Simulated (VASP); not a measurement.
Wanted: the native input for a VASP 6.6.1 run.

```yaml
Task: single point
Functional: PBE
Potentials_or_basis: VASP PAW PBE potentials, release 64 (Al, N)
Cutoff: 520 eV
k_mesh: 12 × 12 × 6
Occupations: gaussian, width 0.05 eV
Spin: no spin polarisation
Dipole_correction: no
Further_INCAR_settings: ALGO = Normal; EDIFF = 1e-06; NBANDS = 16
```

The structure of AlN lies in POSCAR:

```
AlN
1.0
    3.1110021516      0.0000000000      0.0000000000
   -1.5555010758      2.6942068945      0.0000000000
    0.0000000000      0.0000000000      4.9780000000
Al N
2 2
Direct
    0.3333333333      0.6666666667      0.0156428106
    0.6666666667      0.3333333333      0.5156428106
    0.3333333333      0.6666666667      0.3548674166
    0.6666666667      0.3333333333      0.8548674166
```

This cell differs from its parent crystal: mode 7 (584.8 1/cm) frozen in, largest displacement -0.150 Å.

These files were run (other wordings do the same):

INCAR

```
SYSTEM = AlN
PREC = Accurate ; ENCUT = 520
EDIFF = 1E-6 ; ISMEAR = 0
SIGMA = 0.05 ; LREAL = .FALSE.
LASPH = .TRUE. ; NELM = 100
ALGO = Normal ; ISIF = 2
LWAVE = .FALSE. ; LCHARG = .FALSE.
GGA = PE ; NBANDS = 16
```

KPOINTS

```
regular mesh
0
G
  12 12 6
  0 0 0
```

Potentials or basis: VASP PAW PBE potentials, release 64 (Al, N).

The run is started by

```console
$ cat potpaw_PBE.64/Al/POTCAR potpaw_PBE.64/N/POTCAR > POTCAR
$ mpirun -np 1 vasp_std > vasp.out
```

It gave:

```yaml
Pressure: 11.7 GPa
Largest_force: 4.822 eV/Å
Band_gap_on_the_k_mesh: 4.06 eV, direct
```

Caveat: the cell differs from its parent crystal (mode 7 (584.8 1/cm) frozen in, largest displacement -0.150 Å); forces of over 1 eV/Å act on the atoms, so gaps and moduli don't describe the material at rest.

Wall time 33 s on 1 thread of Intel(R) Xeon(R) Platinum 8259CL CPU @ 2.50GHz (Skylake/Cascade Lake) (shared host), peak memory 0.18 GiB.
